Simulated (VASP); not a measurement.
## Si2C3: single point with PBE

Crystal: Si2C3.

```
Si C
1.0
     1.44471    0.83410    5.99992
    -1.44471    0.83410    5.99992
     0.00000   -1.66821    5.99992
Si C
2 3
Direct
  0.26668 0.26668 0.26668
  0.73332 0.73332 0.73332
  0.00000 0.00000 0.00000
  0.53750 0.53750 0.53750
  0.46250 0.46250 0.46250
```

* Program: VASP 6.6.1
* Task: single point
* Functional: PBE
* Potentials or basis: VASP PAW PBE potentials, release 64 (Si, C)
* Cutoff: 520 eV
* k mesh: 18 × 18 × 18
* Occupations: gaussian, width 0.1 eV
* Spin: no spin polarisation

| Property | Result |
| --- | --- |
| Pressure | 0.2 GPa |
| Largest force | 0.057 eV/Å |
| Band gap on the k mesh | zero (bands 10 and 11 overlap by 3.66 eV) |

Forces in eV/Å, atoms in the order of the input:
```
Si   0.000  0.000 -0.006
Si   0.000  0.000  0.006
C    0.000  0.000  0.000
C    0.000  0.000  0.057
C    0.000  0.000 -0.057
```

Stress tensor (GPa, compression positive):
```
0.08 0.00 0.00
0.00 0.08 0.00
0.00 0.00 0.33
```

Levels at points of the mesh, in eV from the Fermi level:
```tsv
k point	band 8	band 9	band 10	band 11	band 12	band 13
(0.00, 0.00, 0.00)	-0.02	-0.02	2.76	2.76	6.39	7.36
(0.50, 0.00, 0.00)	-3.02	-2.87	-0.64	1.06	2.10	4.47
(0.50, 0.50, 0.00)	-3.73	-2.91	-1.41	0.63	2.01	5.21
(0.50, 0.50, 0.50)	-0.15	-0.15	3.06	3.06	6.58	6.85
```

Wall time 9.7 min on 1 thread of Intel(R) Xeon(R) 6975P-C (Granite Rapids) (shared host), peak memory 0.58 GiB.
